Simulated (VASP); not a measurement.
# Sc (Im-3m) in VASP: further runs

Sc is run at these levels: PBE, r2SCAN; tasks: single point.

Program: VASP 6.6.1. These are calculated values, not measurements. Logs are shortened: lines on timing, memory, paths and dates and some standing lists are left out, and cuts for length are marked.

**1. The cell of the first run**

Symmetry: Im-3m, No. 229, cubic system. The conventional cell has a = 3.673 Å, b = 3.673 Å, c = 3.673 Å, α = 90.00°, β = 90.00°, γ = 90.00°. Sc (site symmetry m-3m) has 14 Sc at 3.18 to 3.67 Å within 4.2 Å.

This isn't the form of Sc at room conditions, which is hcp.

**2. Single point, PBE (24.78 Å³/atom)**

Contents of INCAR:

```
SYSTEM = Sc
  ALGO = Normal
  EDIFF = 1E-6
  ENCUT = 500
  GGA = PE
  GGA_COMPAT = .False.
  ISIF = 2
  ISMEAR = 0
  LASPH = .True.
  LCHARG = .False.
  LREAL = .False.
  LWAVE = .False.
  NBANDS = 12
  NELM = 120
  PREC = Accurate
  SIGMA = 0.05
```

Contents of KPOINTS:

```
k-points
0
Gamma
  8 8 8
  0 0 0
```

Contents of POSCAR:

```
Sc
1.0
   -1.8364908376      1.8364908376      1.8364908376
    1.8364908376     -1.8364908376      1.8364908376
    1.8364908376      1.8364908376     -1.8364908376
Sc
1
Direct
    0.0000000000      0.0000000000      0.0000000000
```

Potentials or basis: VASP PAW PBE potentials, release 64 (Sc_sv).

Command:

```
$ cat potpaw_PBE.64/Sc_sv/POTCAR > POTCAR
$ mpirun -np 1 vasp_std > vasp.out
```

OUTCAR:

```text
SYSTEM = Sc
   EDIFF = 1E-6
   ENCUT = 500
   GGA = PE
   ISIF = 2
   ISMEAR = 0
   LASPH = .True.
   LREAL = .False.
   NELM = 120
   PREC = Accurate

 ion  position               nearest neighbor table
   1  0.000  0.000  0.000-

  LATTYP: Found a body centered cubic cell.
 ALAT       =     3.6729816752

  Lattice vectors:

 A1 = (  -1.8364908376,   1.8364908376,   1.8364908376)
 A2 = (   1.8364908376,  -1.8364908376,   1.8364908376)
 A3 = (   1.8364908376,   1.8364908376,  -1.8364908376)

Analysis of symmetry for initial positions (statically):
=====================================================================
 Subroutine PRICEL returns:
 Original cell was already a primitive cell.

 Routine SETGRP: Setting up the symmetry group for a
 body centered cubic supercell.

 Subroutine GETGRP returns: Found 48 space group operations
 (whereof 48 operations were pure point group operations)
 out of a pool of 48 trial point group operations.

The static configuration has the point symmetry O_h .

Analysis of symmetry for dynamics (positions and initial velocities):
=====================================================================
 Subroutine PRICEL returns:
 Original cell was already a primitive cell.

 Routine SETGRP: Setting up the symmetry group for a
 body centered cubic supercell.

 Subroutine GETGRP returns: Found 48 space group operations
 (whereof 48 operations were pure point group operations)
 out of a pool of 48 trial point group operations.

The dynamic configuration has the point symmetry O_h .

 Subroutine INISYM returns: Found 48 space group operations
 (whereof 48 operations are pure point group operations),
 and found     1 'primitive' translations

----------------------------------------------------------------------------------------

                                     Primitive cell

  volume of cell :      24.7757

  direct lattice vectors                    reciprocal lattice vectors
    -1.836490838  1.836490838  1.836490838     0.000000000  0.272258369  0.272258369
     1.836490838 -1.836490838  1.836490838     0.272258369  0.000000000  0.272258369
     1.836490838  1.836490838 -1.836490838     0.272258369  0.272258369  0.000000000

  length of vectors
     3.180895438  3.180895438  3.180895438     0.385031478  0.385031478  0.385031478

  position of ions in fractional coordinates (direct lattice)
     0.000000000  0.000000000  0.000000000

  ion indices of the primitive-cell ions
   primitive index   ion index
                 1           1

----------------------------------------------------------------------------------------

 KPOINTS: k-points

Automatic generation of k-mesh.
 Grid dimensions read from file:
 generate k-points for:    8    8    8

 Generating k-lattice:

  Cartesian coordinates                     Fractional coordinates (reciprocal lattice)
     0.000000000  0.034032296  0.034032296     0.125000000  0.000000000  0.000000000
     0.034032296  0.000000000  0.034032296     0.000000000  0.125000000  0.000000000
     0.034032296  0.034032296  0.000000000     0.000000000  0.000000000  0.125000000

  Length of vectors
     0.048128935  0.048128935  0.048128935

  Shift w.r.t. Gamma in fractional coordinates (k-lattice)
     0.000000000  0.000000000  0.000000000

 Subroutine IBZKPT returns following result:
 ===========================================

 Found     29 irreducible k-points:

 Following reciprocal coordinates:
            Coordinates               Weight
  0.000000  0.000000  0.000000      1.000000
  0.125000  0.000000  0.000000     12.000000
  0.250000  0.000000  0.000000     12.000000
  0.375000  0.000000  0.000000     12.000000
  0.500000  0.000000  0.000000      6.000000
  0.125000  0.125000  0.000000     24.000000
[... 16 lines left out ...]
 -0.250000  0.250000  0.250000      6.000000
 -0.375000  0.375000  0.250000     24.000000
 [... further k-points ...]
   k-points           NKPTS =     29   k-points in BZ     NKDIM =     29   number of bands    NBANDS=     12
   number of dos      NEDOS =    301   number of ions     NIONS =      1
   total plane-waves  NPLWV =  13824
   dimension x,y,z NGX =    24 NGY =   24 NGZ =   24
   dimension x,y,z NGXF=    48 NGYF=   48 NGZF=   48
   ions per type =               1
   NGX,Y,Z   is equivalent  to a cutoff of  12.54, 12.54, 12.54 a.u.
   NGXF,Y,Z  is equivalent  to a cutoff of  25.09, 25.09, 25.09 a.u.
 SYSTEM =  Sc
   PREC   = accura    normal or accurate (medium, high low for compatibility)
   ISTART =      0    job   : 0-new  1-cont  2-samecut
   ICHARG =      2    charge: 1-file 2-atom 10-const
   ISPIN  =      1    spin polarized calculation?
   LNONCOLLINEAR =      F non collinear calculations
   LSORBIT =      F    spin-orbit coupling
   LASPH  =      T    aspherical Exc in radial PAW
   ENCUT  =  500.0 eV  36.75 Ry    6.06 a.u.   5.80  5.80  5.80*2*pi/ulx,y,z
   NELM   =    120;   NELMIN=  2; NELMDL= -5     # of ELM steps
   EDIFF  = 0.1E-05   stopping-criterion for ELM
   LREAL  =      F    real-space projection
   EDIFFG = 0.1E-04   stopping-criterion for IOM
   NSW    =      0    number of steps for IOM
   IBRION =     -1    ionic relax: 0-MD 1-quasi-New 2-CG
   NFREE  =      0    steps in history (QN), initial steepest desc. (CG)
   ISIF   =      2    stress and relaxation
   ISYM   =      2    0-nonsym 1-usesym 2-fastsym
   POTIM  = 0.5000    time-step for ionic-motion
   TEBEG  =    0.0;   TEEND  =   0.0 temperature during run
   PSTRESS=    0.0 pullay stress
   NELECT =      11.0000    total number of electrons
   NUPDOWN=      -1.0000    fix difference up-down
   EMIN   =  10.00;   EMAX   =-10.00  energy-range for DOS
   EFERMI =   0.00;   METHOD = LEGACY
   ISMEAR =     0;   SIGMA  =   0.05  broadening in eV -4-tet -1-fermi 0-gaus
   EFERMI_NEDOS =   21; number of points for ismear=-14 and -15
   IALGO  =     38    algorithm
   IMIX   =      4    mixing-type and parameters
     AMIX     =   0.40;   BMIX     =  1.00
     AMIX_MAG =   1.60;   BMIX_MAG =  1.00
  volume/ion in A,a.u.               =      24.78       167.19
  Fermi-wavevector in a.u.,A,eV,Ry     =   1.248908  2.360093 21.221961  1.559770
  Thomas-Fermi vector in A             =   2.382973
   LORBIT       =      0    0 simple, 1 ext, 2 COOP (PROOUT), +10 PAW based schemes
   GGA     = PE    functional components
   LHFCALC =     F    Hartree Fock is set to
   AEXX    =    0.0000 exact exchange contribution
   IVDW    =     0    specifies the selected vdW correction
   LEPSILON=     F    determine dielectric tensor
   LRPA    =     F    only Hartree local field effects (RPA)
 non-spin polarized calculation
 Gauss-broadening in eV      SIGMA  =   0.05
  energy-cutoff  :      500.00
  volume of cell :       24.78
 maximum number of plane-waves:       664
   NGX = 11   NGY = 11   NGZ = 11

 number of electron      11.0000002 magnetization

 Free energy of the ion-electron system (eV)
  ---------------------------------------------------
  ext. energy  EPLUGINS =         0.00000000
  ---------------------------------------------------
  free energy    TOTEN  =        -6.14627034 eV

  energy without entropy =       -6.14265299  energy(sigma->0) =       -6.14446166

 E-fermi :   3.7805     XC(G=0):  -9.8605

 val. band max:        3.6880540894   @ k =   0.2500   0.2500   0.1250
 cond. band min:       3.7850487302   @ k =   0.3750   0.1250   0.1250
 fundamental gap:      0.0969946408
 Fermi energy:         3.7805415514

 k-point     1 :       0.0000    0.0000    0.0000
  band No.  band energies     occupation
      1     -45.8364      2.00000
      2     -24.2475      2.00000
      3     -24.2475      2.00000
      4     -24.2475      2.00000
      5      -1.4641      2.00000
      6       5.2108      0.00000
      7       5.2108      0.00000
      8       5.2108      0.00000
      9       6.6059      0.00000
     10       6.6059      0.00000
     11      17.8341      0.00000
     12      17.8341      0.00000

 k-point     2 :       0.1250    0.0000    0.0000
  band No.  band energies     occupation
      1     -45.8274      2.00000
      2     -24.3058      2.00000
      3     -24.2659      2.00000
      4     -24.2477      2.00000
      5      -1.0538      2.00000
      6       5.0150      0.00000
      7       5.1058      0.00000
      8       5.5124      0.00000
      9       6.4182      0.00000
     10       6.6202      0.00000
     11      17.0645      0.00000
     12      17.6394      0.00000

 k-point     3 :       0.2500    0.0000    0.0000
  band No.  band energies     occupation
      1     -45.8056      2.00000
      2     -24.4440      2.00000
      3     -24.3101      2.00000
      4     -24.2482      2.00000
      5       0.0576      2.00000
      6       4.5832      0.00000
      7       4.6042      0.00000
      8       6.3335      0.00000
      9       6.3763      0.00000
     10       6.6924      0.00000
     11      14.6359      0.00000
     12      16.3172      0.00000
[... 286 lines left out ...]
 k-point    23 :      -0.2500    0.2500    0.2500
  band No.  band energies     occupation
      1     -45.7789      2.00000
      2     -24.4507      2.00000
      3     -24.3781      2.00000
      4     -24.3781      2.00000
      5       1.3049      2.00000
      6       4.3226      0.00000
      7       5.3442      0.00000
      8       5.3442      0.00000
      9       6.3268      0.00000
     10       7.1051      0.00000
     11      15.4433      0.00000
     12      15.4433      0.00000

 k-point    24 :      -0.3750    0.3750    0.2500
  band No.  band energies     occupation
      1     -45.7600      2.00000
      2     -24.5336      2.00000
      3     -24.4257      2.00000
      4     -24.3890      2.00000
      5       2.3137      2.00000
      6       3.5565      2.00000
      7       5.3560      0.00000
      8       5.7139      0.00000
      9       7.1633      0.00000
     10       7.4775      0.00000
     11      12.4345      0.00000
     12      13.8227      0.00000

 [... further k-points ...]

------------------------ aborting loop because EDIFF is reached ----------------------------------------

  FORCE on cell =-STRESS in cart. coord.  units (eV):
  Direction    XX          YY          ZZ          XY          YZ          ZX
  --------------------------------------------------------------------------------------
  -------------------------------------------------------------------------------------
  Total        0.0019940      0.0019940      0.0019940      0.0000000      0.0000000     -0.0000000
  in kB        0.1289451      0.1289451      0.1289451      0.0000000      0.0000000     -0.0000000
  external PRESSURE =       0.1289451 kB  Pullay stress =       0.0000000 kB

 VOLUME and BASIS-vectors are now :
 -----------------------------------------------------------------------------
  energy-cutoff  :      500.00
  volume of cell :       24.78
      direct lattice vectors                 reciprocal lattice vectors
    -1.836490838  1.836490838  1.836490838     0.000000000  0.272258369  0.272258369
     1.836490838 -1.836490838  1.836490838     0.272258369  0.000000000  0.272258369
     1.836490838  1.836490838 -1.836490838     0.272258369  0.272258369  0.000000000

 POSITION                                       TOTAL-FORCE (eV/Angst)
 -----------------------------------------------------------------------------------
      0.00000      0.00000      0.00000         0.000000      0.000000     -0.000000
 -----------------------------------------------------------------------------------
    total drift:                                0.000000      0.000000      0.000000

  FREE ENERGIE OF THE ION-ELECTRON SYSTEM (eV)
  ---------------------------------------------------
  free  energy   TOTEN  =        -6.1462703385 eV

  energy  without entropy=       -6.1426529860  energy(sigma->0) =       -6.14446166
```

Wall time 8.3 s (1 thread of Intel Xeon Platinum 8259CL at 2.50GHz (Skylake/Cascade Lake), shared host); peak memory 0.14 GiB.

Results:

```
Free energy            : -6.1463 eV
Pressure               : 0.0 GPa
Band gap on the k mesh : zero (an odd number of electrons rules out a gap without spin polarisation)
```

Levels at points of the mesh, in eV from the Fermi level:
```
           k point  band 3  band 4  band 5  band 6  band 7  band 8
(0.00, 0.00, 0.00)  -28.03  -28.03   -5.24    1.43    1.43    1.43
(0.50, 0.00, 0.00)  -28.15  -28.03   -1.79    0.27    0.42    2.80
(0.50, 0.50, 0.50)  -28.30  -28.30   -1.23   -1.23    3.82    3.82
```

**3. Single point, r2SCAN**

POSCAR is that of step 2.

Contents of INCAR.step1:

```
  PREC = Accurate
  ENCUT = 550
  ISMEAR = 0
  SIGMA = 0.05
  LREAL = False
  LASPH = True
  NELM = 120
  NBANDS = 12
  GGA = PE
  ALGO = Normal
  EDIFF = 1E-5
  LWAVE = True
  LCHARG = False
  GGA_COMPAT = False
```

Contents of INCAR.step2:

```
  PREC = Accurate
  ENCUT = 550
  EDIFF = 1E-6
  ISMEAR = 0
  SIGMA = 0.05
  LREAL = False
  LASPH = True
  NELM = 120
  ALGO = Normal
  ISIF = 2
  LWAVE = False
  LCHARG = False
  METAGGA = R2SCAN
  LMIXTAU = True
  NBANDS = 12
  ISTART = 1
  GGA_COMPAT = False
```

Contents of KPOINTS:

```
Automatic mesh
0
Gamma
  16 16 16
```

Potentials or basis: VASP PAW PBE potentials, release 64 (Sc_sv).

Command:

```
$ cat potpaw_PBE.64/Sc_sv/POTCAR > POTCAR
$ cp INCAR.step1 INCAR
$ mpirun -np 1 vasp_std > vasp.out
$ cp INCAR.step2 INCAR
$ mpirun -np 1 vasp_std > vasp.out
```

Wall time 1.9 min (1 thread of Intel Xeon Platinum 8259CL at 2.50GHz (Skylake/Cascade Lake), shared host); peak memory 0.17 GiB.

Results (log left out):

- Free energy: -11.2796 eV
- Pressure: 0.9 GPa
- Band gap on the k mesh: zero (an odd number of electrons rules out a gap without spin polarisation)

Levels at points of the mesh, in eV from the Fermi level:
```
           k point  band 2  band 3  band 4  band 5  band 6  band 7  band 8  band 9
(0.00, 0.00, 0.00)  -29.18  -29.18  -29.18   -5.59    1.71    1.71    1.71    3.04
(0.50, 0.00, 0.00)  -29.58  -29.30  -29.18   -1.83    0.29    0.45    3.05    3.36
(0.50, 0.50, 0.50)  -29.45  -29.45  -29.45   -1.32   -1.32    4.13    4.13    4.13
```

Caveat: the PAW data sets were made with another functional, which shifts forces and pressure a little.

**4. Single point, r2SCAN (25.08 Å³/atom)**

This run uses another cell than the first one, of 25.08 Å³/atom.

Contents of POSCAR:

```
Sc
1.0
   -1.8440528287      1.8440528287      1.8440528287
    1.8440528287     -1.8440528287      1.8440528287
    1.8440528287      1.8440528287     -1.8440528287
Sc
1
Direct
    0.0000000000      0.0000000000      0.0000000000
```

Contents of INCAR.step1:

```
PREC     = Accurate       # precision mode
ENCUT    = 550            # plane-wave cutoff, eV
ISMEAR   = 0              # smearing method
SIGMA    = 0.05           # smearing width, eV
LREAL    = False          # projectors in reciprocal space
LASPH    = True           # aspherical terms in the spheres
NELM     = 120            # most SCF steps
NBANDS   = 12             # bands
GGA      = PE             # functional
ALGO     = Normal         # electronic algorithm
EDIFF    = 1E-5           # SCF threshold, eV
LWAVE    = True           # write WAVECAR
LCHARG   = False          # write CHGCAR
GGA_COMPAT= False
```

Contents of INCAR.step2:

```
PREC     = Accurate       # precision mode
ENCUT    = 550            # plane-wave cutoff, eV
EDIFF    = 1E-6           # SCF threshold, eV
ISMEAR   = 0              # smearing method
SIGMA    = 0.05           # smearing width, eV
LREAL    = False          # projectors in reciprocal space
LASPH    = True           # aspherical terms in the spheres
NELM     = 120            # most SCF steps
ALGO     = Normal         # electronic algorithm
ISIF     = 2              # what is computed and relaxed
LWAVE    = False          # write WAVECAR
LCHARG   = True           # write CHGCAR
METAGGA  = R2SCAN         # meta-GGA
LMIXTAU  = True         
LELF     = True           # ELF
LVHAR    = True         
NBANDS   = 12             # bands
ISTART   = 1            
GGA_COMPAT= False
```

KPOINTS is that of step 3.

Command:

```
$ cat potpaw_PBE.64/Sc_sv/POTCAR > POTCAR
$ cp INCAR.step1 INCAR
$ mpirun -np 1 vasp_std > vasp.out
$ cp INCAR.step2 INCAR
$ mpirun -np 1 vasp_std > vasp.out
```

Wall time 1.8 min (1 thread of Intel Xeon Platinum 8259CL at 2.50GHz (Skylake/Cascade Lake), shared host); peak memory 0.17 GiB.

Results (log left out):

```yaml
Free_energy: -11.2807 eV
Pressure: 0.2 GPa
Band_gap_on_the_k_mesh: zero (an odd number of electrons rules out a gap without spin polarisation)
```

Levels at points of the mesh, in eV from the Fermi level:
```tsv
k point	band 3	band 4	band 5	band 6	band 7	band 8
(0.00, 0.00, 0.00)	-29.22	-29.22	-5.56	1.69	1.69	1.69
(0.50, 0.00, 0.00)	-29.34	-29.22	-1.81	0.26	0.46	3.01
(0.50, 0.50, 0.50)	-29.48	-29.48	-1.29	-1.29	4.08	4.08
```

Caveat: the PAW data sets were made with another functional, which shifts forces and pressure a little.

**5. Overview**

| level | cell | k mesh | cutoff (eV) | gap on the mesh (eV) | pressure (GPa) |
| --- | --- | --- | --- | --- | --- |
| PBE | a = 3.181 Å, angles 109.5°, 1 atom | 8 × 8 × 8 | 500 | none | 0.0 |
| r2SCAN | a = 3.181 Å, angles 109.5°, 1 atom | 16 × 16 × 16 | 550 | none | 0.9 |
| r2SCAN | a = 3.194 Å, angles 109.5°, 1 atom | 16 × 16 × 16 | 550 | none | 0.2 |

Alike in all rows: task single point; potentials or basis VASP PAW PBE potentials, release 64 (Sc_sv); no spin polarisation; smearing gaussian 0.05 eV.

Caveats: the PAW data sets were made with another functional, which shifts forces and pressure a little (at least some runs).

Absolute energies hang on the potentials; compare differences alone.

The gap in the log of VASP goes by the Fermi energy; the results here count the filled bands.